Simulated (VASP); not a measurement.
# S: single point with LDA

The system is S.

```xyz
1
Lattice="0.0000 1.4336 1.4336 1.4336 0.0000 1.4336 1.4336 1.4336 0.0000" Properties=species:S:1:pos:R:3 pbc="T T T"
S     0.0000    0.0000    0.0000
```

This cell differs from its parent crystal: volume scaled by 0.4.

```yaml
Program: VASP 6.6.1
Task: single point
Functional: LDA
Potentials_or_basis: VASP PAW LDA potentials, release 64 (S)
Cutoff: 520 eV
k_mesh: 16 × 16 × 16
Occupations: fermi-dirac, width 0.08 eV
Spin: no spin polarisation
```

| Property | Result |
| --- | --- |
| Pressure | 517.7 GPa |
| Band gap on the k mesh | zero (band 3 reaches 41.22 eV, above the bottom of band 4 at 19.76 eV) |

Levels at points of the mesh, in eV from the Fermi level:
```tsv
k point	band 1	band 2	band 3	band 4	band 5	band 6
(0.00, 0.00, 0.00)	-32.34	12.42	12.42	12.42	13.49	13.49
(0.50, 0.00, 0.00)	-20.21	-19.55	8.54	8.54	10.56	10.56
(0.50, 0.50, 0.00)	-17.29	-14.00	-1.57	-1.57	-1.18	6.73
```

Wall time 2.4 s on 1 thread of Intel Xeon 6975P-C, on a shared host, peak memory 0.11 GiB.
